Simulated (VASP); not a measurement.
A run of VASP 6.6.1 is set up as follows.

INCAR

```
SYSTEM = As
  PREC = Accurate
  ENCUT = 520
  EDIFF = 1E-6
  ISMEAR = 0
  SIGMA = 0.02
  LREAL = .False.
  LASPH = .True.
  NELM = 120
  ALGO = Normal
  ISIF = 2
  LWAVE = .False.
  LCHARG = .False.
  LDIPOL = .True.
  IDIPOL = 3
  DIPOL = 0.5 0.5 0.500
  NBANDS = 22
  GGA_COMPAT = .False.
  NELMDL = -8
```

KPOINTS

```
regular mesh
0
Gamma
  9 9 1
  0 0 0
```

The input POSCAR:

```
As
1.0
    3.2940000000      0.0000000000      0.0000000000
   -1.6470000000      2.8526876801      0.0000000000
    0.0000000000      0.0000000000     28.0000000000
As
2
Direct
    0.3333333333      0.6666666667      0.5211428571
    0.6666666667      0.3333333333      0.4788571429
```

Potentials or basis: VASP PAW LDA potentials, release 64 (As_d).

Run with:

```bash
$ cat potpaw_LDA.64/As_d/POTCAR > POTCAR
$ mpirun -np 1 vasp_std > vasp.out
```

(1) Predict the band gap on the k mesh.

(2) Predict the largest force.

Results:

(1) 1.72 eV, indirect (least direct gap 2.04 eV).

(2) 4.920 eV/Å.
